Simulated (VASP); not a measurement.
# InSb (I-4m2) in VASP: notebook, part 2 of 2

VASP 6.6.1. The steps go on from the part before.

## (6) Single point, PBE (strain +0.0350 x Voigt [0, 0, 1, 0, 0, 0])

INCAR reads:

```
SYSTEM = InSb
  PREC = Accurate
  ENCUT = 520
  EDIFF = 1E-6
  ISMEAR = 0
  SIGMA = 0.15
  LREAL = .FALSE.
  LASPH = .TRUE.
  NELM = 80
  ALGO = Normal
  ISIF = 2
  LWAVE = .FALSE.
  LCHARG = .FALSE.
  GGA = PE
  NBANDS = 16
```

KPOINTS reads:

```
regular mesh
0
G
  12 12 12
  0 0 0
```

POSCAR reads:

```
InSb
1.0
    0.0000000000      3.2391000000      3.3524685000
    3.2391000000      0.0000000000      3.3524685000
    3.2391000000      3.2391000000      0.0000000000
In Sb
1 1
Direct
    0.0000000000      0.0000000000      0.0000000000
    0.7500000000      0.7500000000      0.7500000000
```

Potentials or basis: VASP PAW PBE potentials, release 64 (In_d, Sb).

Started as:

```
$ cat potpaw_PBE.64/In_d/POTCAR potpaw_PBE.64/Sb/POTCAR > POTCAR
$ mpirun -np 1 vasp_std > vasp.out
```

OUTCAR:

```text
SYSTEM = InSb
   PREC = Accurate
   ENCUT = 520
   EDIFF = 1E-6
   ISMEAR = 0
   LREAL = .FALSE.
   LASPH = .TRUE.
   NELM = 80
   ISIF = 2
   GGA = PE

 ion  position               nearest neighbor table
   1  0.000  0.000  0.000-   2 2.84   2 2.84   2 2.84   2 2.84
   2  0.750  0.750  0.750-   1 2.84   1 2.84   1 2.84   1 2.84

  LATTYP: Found a body centered tetragonal cell.
 ALAT       =     4.5807791499
 C/A-ratio  =     1.4637110371

  Lattice vectors:

 A1 = (  -3.2391000000,   0.0000000000,   3.3524685000)
 A2 = (   3.2391000000,   0.0000000000,   3.3524685000)
 A3 = (   0.0000000000,   3.2391000000,  -3.3524685000)

Analysis of symmetry for initial positions (statically):
=====================================================================
 Subroutine PRICEL returns:
 Original cell was already a primitive cell.

 Routine SETGRP: Setting up the symmetry group for a
 body centered tetragonal supercell.

 Subroutine GETGRP returns: Found  8 space group operations
 (whereof  8 operations were pure point group operations)
 out of a pool of 16 trial point group operations.

The static configuration has the point symmetry D_2d.

Analysis of symmetry for dynamics (positions and initial velocities):
=====================================================================
 Subroutine PRICEL returns:
 Original cell was already a primitive cell.

 Routine SETGRP: Setting up the symmetry group for a
 body centered tetragonal supercell.

 Subroutine GETGRP returns: Found  8 space group operations
 (whereof  8 operations were pure point group operations)
 out of a pool of 16 trial point group operations.

The dynamic configuration has the point symmetry D_2d.

 Subroutine INISYM returns: Found  8 space group operations
 (whereof  8 operations are pure point group operations),
 and found     1 'primitive' translations

----------------------------------------------------------------------------------------

                                     Primitive cell

  volume of cell :      70.3466

[... 109 lines left out ...]
  volume/ion in A,a.u.               =      35.17       237.36
  Fermi-wavevector in a.u.,A,eV,Ry     =   1.039325  1.964039 14.696953  1.080196
  Thomas-Fermi vector in A             =   2.173850
   LORBIT       =      0    0 simple, 1 ext, 2 COOP (PROOUT), +10 PAW based schemes
   GGA     = PE    functional components
   LHFCALC =     F    Hartree Fock is set to
   AEXX    =    0.0000 exact exchange contribution
   IVDW    =     0    specifies the selected vdW correction
   LEPSILON=     F    determine dielectric tensor
   LRPA    =     F    only Hartree local field effects (RPA)
 non-spin polarized calculation
 Gauss-broadening in eV      SIGMA  =   0.15
  energy-cutoff  :      520.00
  volume of cell :       70.35
 maximum number of plane-waves:      1924
   NGX = 17   NGY = 17   NGZ = 17

 number of electron      18.0000000 magnetization

 Free energy of the ion-electron system (eV)
  ---------------------------------------------------
  ext. energy  EPLUGINS =         0.00000000
  ---------------------------------------------------
  free energy    TOTEN  =        -6.93636989 eV

  energy without entropy =       -6.93613408  energy(sigma->0) =       -6.93625198

 E-fermi :   4.8984     XC(G=0):  -8.5421

 val. band max:        4.8091297040   @ k =   0.0000   0.0000   0.0000
 cond. band min:       5.2188709318   @ k =   0.5000  -0.0000   0.0000
 fundamental gap:      0.4097412278
 Fermi energy:         4.8984141859

 k-point     1 :       0.0000    0.0000    0.0000
  band No.  band energies     occupation
      1      -9.7892      2.00000
      2      -9.7817      2.00000
      3      -9.7817      2.00000
      4      -9.7112      2.00000
      5      -9.7060      2.00000
      6      -5.7524      2.00000
[... 433 lines left out ...]
      3      -9.7606      2.00000
      4      -9.7115      2.00000
      5      -9.7055      2.00000
      6      -4.3285      2.00000
[... 8 lines left out ...]
     15      12.9219      0.00000
     16      13.1910      0.00000

 [... further k-points ...]

------------------------ aborting loop because EDIFF is reached ----------------------------------------

  FORCE on cell =-STRESS in cart. coord.  units (eV):
  Direction    XX          YY          ZZ          XY          YZ          ZX
  --------------------------------------------------------------------------------------
  -------------------------------------------------------------------------------------
  Total        0.7826504      0.7826504      0.3601579      0.0000000      0.0000000      0.0000000
  in kB       17.8252228     17.8252228      8.2027614      0.0000000      0.0000000      0.0000000
  external PRESSURE =      14.6177357 kB  Pullay stress =       0.0000000 kB

 VOLUME and BASIS-vectors are now :
 -----------------------------------------------------------------------------
  energy-cutoff  :      520.00
  volume of cell :       70.35
      direct lattice vectors                 reciprocal lattice vectors
     0.000000000  3.239100000  3.352468500    -0.154363867  0.154363867  0.149143832
     3.239100000  0.000000000  3.352468500     0.154363867 -0.154363867  0.149143832
     3.239100000  3.239100000  0.000000000     0.154363867  0.154363867 -0.149143832

 POSITION                                       TOTAL-FORCE (eV/Angst)
 -----------------------------------------------------------------------------------
      0.00000      0.00000      0.00000         0.000000      0.000000      0.000000
      4.85865      4.85865      5.02870         0.000000      0.000000     -0.000000
 -----------------------------------------------------------------------------------
    total drift:                                0.000000      0.000000      0.000000

  FREE ENERGIE OF THE ION-ELECTRON SYSTEM (eV)
  ---------------------------------------------------
  free  energy   TOTEN  =        -6.9363698871 eV

  energy  without entropy=       -6.9361340829  energy(sigma->0) =       -6.93625198
```

OSZICAR:

```text
N       E                     dE             d eps       ncg     rms          rms(c)
DAV:   1     0.112877520687E+03    0.11288E+03   -0.78019E+03  5224   0.110E+03
DAV:   2     0.159424503108E+00   -0.11272E+03   -0.10914E+03  5920   0.277E+02
DAV:   3    -0.683277721760E+01   -0.69922E+01   -0.69696E+01  6680   0.716E+01
DAV:   4    -0.703035565022E+01   -0.19758E+00   -0.19755E+00  6728   0.139E+01
DAV:   5    -0.704003702213E+01   -0.96814E-02   -0.96812E-02  7840   0.246E+00    0.394E+00
DAV:   6    -0.694653348295E+01    0.93504E-01   -0.15163E-01  7624   0.579E+00    0.229E+00
DAV:   7    -0.693457103943E+01    0.11962E-01   -0.64626E-02  7016   0.232E+00    0.605E-01
DAV:   8    -0.693563217795E+01   -0.10611E-02   -0.73437E-03  6960   0.964E-01    0.236E-01
DAV:   9    -0.693627378346E+01   -0.64161E-03   -0.90867E-04  6592   0.254E-01    0.739E-02
DAV:  10    -0.693632424969E+01   -0.50466E-04   -0.48866E-05  7144   0.468E-02    0.357E-02
DAV:  11    -0.693636799676E+01   -0.43747E-04   -0.78545E-05  6160   0.557E-02    0.234E-02
DAV:  12    -0.693636933417E+01   -0.13374E-05   -0.12514E-06  6184   0.768E-03    0.683E-03
DAV:  13    -0.693636988705E+01   -0.55288E-06   -0.14809E-06  6120   0.707E-03
   1 F= -.69363699E+01 E0= -.69362520E+01  d E =-.235804E-03
```

Run time: 63 s. Hardware: 1 thread of Intel Xeon 6975P-C (Granite Rapids), shared host; peak memory 0.34 GiB.

What came out:

| Item | Value |
| --- | --- |
| Free energy | -6.9364 eV |
| Pressure | 1.5 GPa |
| Band gap on the k mesh | zero (filled and empty bands touch) |

Caveat: the cell differs from its parent crystal (strain +0.0350 x Voigt [0, 0, 1, 0, 0, 0]); semilocal functionals underestimate gaps, and a narrow one can read as zero; spin-orbit coupling is left out, which moves the levels of the heavy elements.

## (7) Summary

```csv
cell,gap on the mesh (eV),pressure (GPa)
"a = 4.558, b = 4.558, c = 4.581 Å, angles 59.8, 59.8, 60.3°, 2 atoms",0.05,3.6
"a = 4.604, b = 4.604, c = 4.581 Å, angles 60.2, 60.2, 59.7°, 2 atoms",none,2.6
"a = 4.627, b = 4.627, c = 4.581 Å, angles 60.3, 60.3, 59.3°, 2 atoms",none,2.1
"a = 4.650, b = 4.650, c = 4.581 Å, angles 60.5, 60.5, 59.0°, 2 atoms",none,1.7
"a = 4.662, b = 4.662, c = 4.581 Å, angles 60.6, 60.6, 58.9°, 2 atoms",none,1.5
```

Alike in all rows: task single point; level PBE; potentials or basis VASP PAW PBE potentials, release 64 (In_d, Sb); no spin polarisation; k mesh 12 × 12 × 12; cutoff (eV) 520; smearing gaussian 0.15 eV.

Caveats: semilocal functionals underestimate gaps, and a narrow one can read as zero; spin-orbit coupling is left out, which moves the levels of the heavy elements; the cell stands under pressure (at least some runs); the smearing spreads over this small gap (at least some runs).

Absolute energies hang on the potentials; compare differences alone.

The gap in the log of VASP goes by the Fermi energy; the results here count the filled bands.